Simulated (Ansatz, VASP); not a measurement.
**Two plane-wave programs on NaF**

File INCAR:

```
  ALGO = Normal
  EDIFF = 1E-6
  ENCUT = 600
  GGA = PE
  GGA_COMPAT = F
  ISIF = 2
  ISMEAR = 0
  LASPH = T
  LCHARG = F
  LREAL = F
  LWAVE = F
  NBANDS = 14
  NELM = 120
  PREC = Accurate
  SIGMA = 0.1
```

KPOINTS

```
k-points
0
Gamma
  8 8 8
```

File POSCAR:

```
NaF
1.0
    0.0000000000      2.2858943317      2.2858943317
    2.2858943317      0.0000000000      2.2858943317
    2.2858943317      2.2858943317      0.0000000000
Na F
1 1
Direct
    0.0000000000      0.0000000000      0.0000000000
    0.4890633615      0.5109366385      0.5109366385
```

Input for Ansatz:

```yaml
crystal:
  lattice:
    - [0.0, 2.2858943317, 2.2858943317]
    - [2.2858943317, 0.0, 2.2858943317]
    - [2.2858943317, 2.2858943317, 0.0]
  atoms:
    - { symbol: Na, position: [0.0, 0.0, 0.0] }
    - { symbol: F, position: [0.4890633615, 0.5109366385, 0.5109366385] }
basis:
  ecutwfc: 420
kpoints:
  mp_grid: { grid: [8, 8, 8] }
hamiltonian:
  xc: pbe
scf:
  occupations: { method: gaussian, width: 0.1 }
output:
  forces: true
  stress: true
  eigenvalues: true
```

Alike in both runs: task single point; functional PBE; k mesh 8 × 8 × 8; occupations gaussian, width 0.1 eV; no spin polarisation.

```csv
,VASP,Ansatz
version,VASP 6.6.1,Ansatz 0.2.0
potentials or method,"VASP PAW PBE potentials, release 64 (Na_pv, F), cutoff 600 eV","scalar-relativistic, plane waves, PAW"
valence electrons in the cell,14,16
```

VASP gave:

* gap on the k mesh at the Fermi level (eV): 6.53
* least direct gap on the mesh (eV): 6.53
* pressure (GPa): 4.4
* traceless stress, the component that is largest in VASP (GPa): 0.24
* rms of the force components (eV/Å): 0.085

Which values does Ansatz return?

gap on the k mesh at the Fermi level (eV): 6.54; least direct gap on the mesh (eV): 6.54; pressure (GPa): 4.6; traceless stress, the component that is largest in VASP (GPa): 0.23; rms of the force components (eV/Å): 0.083.

Atom by atom the forces differ by 0.003 eV/Å (rms over components). VASP's potentials hold 14 valence electrons a cell and Ansatz's 16, so a difference there can come from the potentials and not from the codes.
